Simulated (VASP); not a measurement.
Input of a VASP 6.6.1 run:

Contents of INCAR:

```
PREC = Accurate
ENCUT = 520
EDIFF = 1E-6
ISMEAR = -1
SIGMA = 0.05
LREAL = F
LASPH = T
NELM = 80
ALGO = Normal
ISIF = 2
LWAVE = F
LCHARG = T
GGA = RP
IVDW = 12
LELF = T
LVHAR = T
NBANDS = 35
```

KPOINTS

```
Automatic mesh
0
Gamma
  10 10 3
```

POSCAR

```
MoS2
1.0
    3.1043083785      0.0000000000      0.0000000000
   -1.5521541893      2.6884099170      0.0000000000
    0.0000000000      0.0000000000     12.0724192038
Mo S
2 4
Direct
    0.6666666667      0.3333333333      0.7500000000
    0.3333333333      0.6666666667      0.2500000000
    0.6666666667      0.3333333333      0.3770000000
    0.3333333333      0.6666666667      0.8770000000
    0.6666666667      0.3333333333      0.1230000000
    0.3333333333      0.6666666667      0.6230000000
```

Potentials or basis: VASP PAW PBE potentials, release 64 (Mo_sv, S).

Launch:

```bash
$ cat potpaw_PBE.64/Mo_sv/POTCAR potpaw_PBE.64/S/POTCAR > POTCAR
$ mpirun -np 1 vasp_std > vasp.out
```

(1) What does it give for the dispersion energy per atom?

(2) Predict the band gap on the k mesh.

(3) Estimate the largest force.

## Answers

(1) -2.075 eV.

(2) 0.93 eV, indirect (least direct gap 2.03 eV).

(3) 0.549 eV/Å.

Caveat: the PAW data sets were made with another functional, which shifts forces and pressure a little.
